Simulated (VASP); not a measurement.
# BAs (so): single point with PBEsol

The system is BAs (so).

```
B As
1.0
     0.00000    2.38387    2.38387
     2.38387    0.00000    2.38387
     2.38387    2.38387    0.00000
B As
1 1
Direct
  0.00000 0.00000 0.00000
  0.25000 0.25000 0.25000
```

```json
{"Program": "VASP 6.6.1", "Task": "single point", "Functional": "PBEsol", "Potentials or basis": "VASP PAW PBE potentials, release 64 (B, As)", "Cutoff": "520 eV", "k mesh": "8 × 8 × 8", "Occupations": "gaussian, width 0.01 eV", "Spin": "non-collinear spin, zero start, spin-orbit coupling", "Starting moments": "[[0.0, 0.0, 0.0], [0.0, 0.0, 0.0]] μB", "Dipole correction": "no", "Further INCAR settings": "ALGO = Normal; EDIFF = 1e-06; NBANDS = 20"}
```

- Pressure: 0.9 GPa
- Net moment: 0.00 μB per cell
- Valence electrons inside the program's atomic spheres: B 1.83; As 2.93

Moments on the atoms (μB; x, y, z):
```
B   0.00 0.00 0.00
As  0.00 0.00 0.00
```

Run time: 66 s on 1 thread of Intel(R) Xeon(R) Platinum 8375C CPU @ 2.90GHz (Ice Lake), on a shared host, peak memory 0.25 GiB.

Caveat: the PAW data sets were made with another functional, which shifts forces and pressure a little.
